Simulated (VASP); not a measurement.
**LiTbH4: single point with PBE**

LiTbH4:

```
Li Tb H
1.0
     0.00000    3.04950    3.04950
     3.04950    0.00000    3.04950
     3.04950    3.04950    0.00000
Li Tb H
1 1 4
Direct
  0.00000 0.00000 0.00000
  0.50000 0.50000 0.50000
  0.44152 0.85283 0.85283
  0.85283 0.44152 0.85283
  0.85283 0.85283 0.44152
  0.85283 0.85283 0.85283
```

The cell was built from a structure type or drawn by symmetry, and may not be a known phase.

* Program: VASP 6.6.1
* Task: single point
* Functional: PBE
* Potentials or basis: VASP PAW PBE potentials, release 64 (Li_sv, Tb_3, H), 4f in core
* Cutoff: 750 eV
* k mesh: 8 × 8 × 8
* Occupations: gaussian, width 0.02 eV
* Spin: no spin polarisation

* Pressure: 0.0 GPa
* Largest force: 0.015 eV/Å
* Band gap on the k mesh: 1.17 eV (least direct gap 1.22 eV)

Forces on the atoms (eV/Å):
```
Li   0.000  0.000  0.000
Tb   0.000  0.000  0.000
H   -0.009  0.009  0.009
H    0.009 -0.009  0.009
H    0.009  0.009 -0.009
H   -0.009 -0.009 -0.009
```

Levels at points of the mesh, in eV from the valence-band top:
| k point | band 6 | band 7 | band 8 | band 9 | band 10 | band 11 |
| --- | --- | --- | --- | --- | --- | --- |
| (0.00, 0.00, 0.00) | -0.17 | -0.17 | -0.17 | 3.55 | 3.55 | 4.10 |
| (0.50, 0.00, 0.00) | -2.12 | -0.80 | -0.80 | 4.58 | 4.66 | 4.66 |
| (0.50, 0.50, 0.00) | -2.81 | 0.00 | 0.00 | 1.22 | 4.60 | 4.96 |

It took 23 s on 1 thread of Intel(R) Xeon(R) 6975P-C (Granite Rapids) (shared host), peak memory 0.27 GiB.

Caveat: spin-orbit coupling is left out, which moves the levels of the heavy elements; the 4f electrons are frozen in the core, so they carry no moment and show no levels. A k mesh can miss the band edges.
